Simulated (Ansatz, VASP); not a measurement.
**One calculation of Hf, two programs**

Contents of POSCAR:

```
Hf
1.0
    0.0000000000      2.1505790597      2.3656369656
    2.1505790597      0.0000000000      2.3656369656
    2.1505790597      2.1505790597      0.0000000000
Hf
1
Direct
    0.0000000000      0.0000000000      0.0000000000
```

Contents of INCAR.step1:

```
  PREC = Accurate
  ENCUT = 520
  ISMEAR = 0
  SIGMA = 0.15
  LREAL = F
  LASPH = T
  NELM = 80
  NBANDS = 11
  GGA = PE
  ALGO = Normal
  EDIFF = 1E-4
  LWAVE = T
  LCHARG = F
```

The input INCAR.step2:

```
  PREC = Accurate
  ENCUT = 520
  EDIFF = 1E-7
  ISMEAR = 0
  SIGMA = 0.15
  LREAL = F
  LASPH = T
  NELM = 80
  ALGO = Normal
  ISIF = 2
  LWAVE = F
  LCHARG = T
  METAGGA = R2SCAN
  LMIXTAU = T
  LELF = T
  LVHAR = T
  NBANDS = 11
  ISTART = 1
```

The input KPOINTS:

```
Automatic mesh
0
Gamma
  20 20 20
```

Input for Ansatz:

```yaml
crystal:
  lattice:
    - [0.0, 2.1505790597, 2.3656369656]
    - [2.1505790597, 0.0, 2.3656369656]
    - [2.1505790597, 2.1505790597, 0.0]
  atoms:
    - { symbol: Hf, position: [0.0, 0.0, 0.0] }
basis:
  ecutwfc: 500
kpoints:
  mp_grid: { grid: [20, 20, 20] }
hamiltonian:
  xc: r2scan
scf:
  occupations: { method: gaussian, width: 0.15 }
output:
  forces: true
  stress: true
  eigenvalues: true
```

Alike in both runs: task single point; functional r2SCAN; k mesh 20 × 20 × 20; occupations gaussian, width 0.15 eV; no spin polarisation.

```csv
,VASP,Ansatz
version,VASP 6.6.1,Ansatz 0.2.0
potentials or method,"VASP PAW PBE potentials, release 64 (Hf_pv), cutoff 520 eV","scalar-relativistic, plane waves, PAW"
valence electrons in the cell,10,26
```

VASP gave:

* gap on the k mesh at the Fermi level (eV): none
* pressure (GPa): 2.1
* traceless stress, the component that is largest in VASP (GPa): -3.55

Question: Estimate Ansatz's values.

Answer: gap on the k mesh at the Fermi level (eV): none; pressure (GPa): 2.6; traceless stress, the component that is largest in VASP (GPa): -3.52.

VASP's potentials were made for PBE, not for r2SCAN. A gap of «none» marks a metal or a gap that the smearing closes. VASP's potentials hold 10 valence electrons a cell and Ansatz's 26, so a difference there can come from the potentials and not from the codes.

Neither program's run includes spin-orbit coupling.
